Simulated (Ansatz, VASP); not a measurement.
This is a calculation of BP for VASP 6.6.1.

Contents of INCAR:

```
PREC = Accurate
ENCUT = 520
EDIFF = 1E-6
ISMEAR = -1
SIGMA = 0.03
LREAL = False
LASPH = True
NELM = 60
ALGO = Normal
ISIF = 2
LWAVE = False
LCHARG = True
GGA = PE
LELF = True
LVHAR = True
NBANDS = 11
```

File KPOINTS:

```
regular mesh
0
Gamma
  4 4 4
```

POSCAR

```
BP
1.0
    0.0000000000      2.2690000000      2.2690000000
    2.2690000000      0.0000000000      2.2690000000
    2.2690000000      2.2690000000      0.0000000000
P B
1 1
Direct
    0.7500000000      0.7500000000      0.7500000000
    0.0000000000      0.0000000000      0.0000000000
```

Potentials or basis: VASP PAW PBE potentials, release 64 (P, B).

Command:

```console
$ cat potpaw_PBE.64/P/POTCAR potpaw_PBE.64/B/POTCAR > POTCAR
$ mpirun -np 1 vasp_std > vasp.out
```

Translate it to Ansatz 0.2.0. Potentials there: all-electron LAPW, scalar-relativistic.

As run (the cutoff follows the program's own potentials):

The input input.yaml:

```yaml
crystal:
  lattice:
    - [0.0, 2.269, 2.269]
    - [2.269, 0.0, 2.269]
    - [2.269, 2.269, 0.0]
  atoms:
    - { symbol: P, position: [0.75, 0.75, 0.75] }
    - { symbol: B, position: [0.0, 0.0, 0.0] }
kpoints:
  mp_grid: { grid: [4, 4, 4] }
scf:
  occupations: { method: fermi_dirac, width: 0.03 }
hamiltonian:
  xc: pbe
  pseudopotentials: { kind: all_electron, lapw: { basis_error: 0.003 } }
output:
  forces: true
  stress: true
  eigenvalues: true
```

Potentials or basis: all-electron LAPW, scalar-relativistic.

The run is started by

```console
$ ansatz run input.yaml --threads 1 --pin off --max-ram 3072MiB --backend cpu --events-out ev --progress --plain --runs-dir out
```

Both were run:

|  | VASP | Ansatz | Ansatz less VASP |
| --- | --- | --- | --- |
| gap on the k mesh at the Fermi level (eV) | 1.31 | 1.32 | +0.008 |
| least direct gap on the mesh (eV) | 3.38 | 3.39 | +0.007 |
| pressure (GPa) | 2.0 | 2.2 | +0.20 |

Ansatz ran all-electron here, and VASP with PAW potentials.

The k mesh is coarse, so the values compare programs but aren't converged.
